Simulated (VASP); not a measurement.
MoS2, 12 atoms in the cell. The cell holds a slab with vacuum, 12 atoms: a = 3.141 Å, b = 3.141 Å, c = 30.996 Å, α = 90.00°, β = 90.00°, γ = 120.00°. 

```yaml
Program: VASP 6.6.1
Task: single point
Functional: PBEsol
Potentials_or_basis: VASP PAW PBE potentials, release 64 (Mo_sv, S)
Cutoff: 520 eV
k_mesh: 12 × 12 × 1
Occupations: gaussian, width 0.02 eV
Spin: no spin polarisation
Dipole_correction: no
Further_INCAR_settings: ALGO = Normal; EDIFF = 1e-06; NBANDS = 64
```

Potentials or basis: VASP PAW PBE potentials, release 64 (Mo_sv, S).

Launch:

```console
$ cat potpaw_PBE.64/Mo_sv/POTCAR potpaw_PBE.64/S/POTCAR > POTCAR
$ mpirun -np 1 vasp_std > vasp.out
```

Hardware: 1 thread of Intel(R) Xeon(R) Platinum 8259CL CPU @ 2.50GHz (Skylake/Cascade Lake) (shared host).

Problem. How long does it take, and how much memory?

Solution. Wall time 10 min on 1 thread of Intel(R) Xeon(R) Platinum 8259CL CPU @ 2.50GHz (Skylake/Cascade Lake) (shared host), peak memory 0.48 GiB. Counts: scf iterations 22, k points 19.
